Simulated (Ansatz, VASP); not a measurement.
Ge in VASP and in Ansatz

```
CELL_PARAMETERS angstrom
4.05100 0.00000 0.00000
-2.02550 3.50827 0.00000
0.00000 0.00000 28.00000
ATOMIC_POSITIONS crystal
Ge 0.33333 0.66667 0.50779
Ge 0.66667 0.33333 0.49221
```

Alike in both runs: task single point; functional PBE; k mesh 12 × 12 × 1; occupations gaussian, width 0.1 eV; no spin polarisation.

|  | VASP | Ansatz |
| --- | --- | --- |
| version | VASP 6.6.1 | Ansatz 0.2.0 |
| potentials or method | VASP PAW PBE potentials, release 64 (Ge_d), cutoff 520 eV | scalar-relativistic, plane waves, PAW |
| valence electrons in the cell | 28 | 28 |

```csv
,VASP,Ansatz,Ansatz less VASP
gap on the k mesh at the Fermi level (eV),none,none,-
rms of the force components (eV/Å),0.321,0.322,+0.0013
```

Atom by atom the forces differ by 0.001 eV/Å (rms over components). A gap of «none» marks a metal or a gap that the smearing closes.
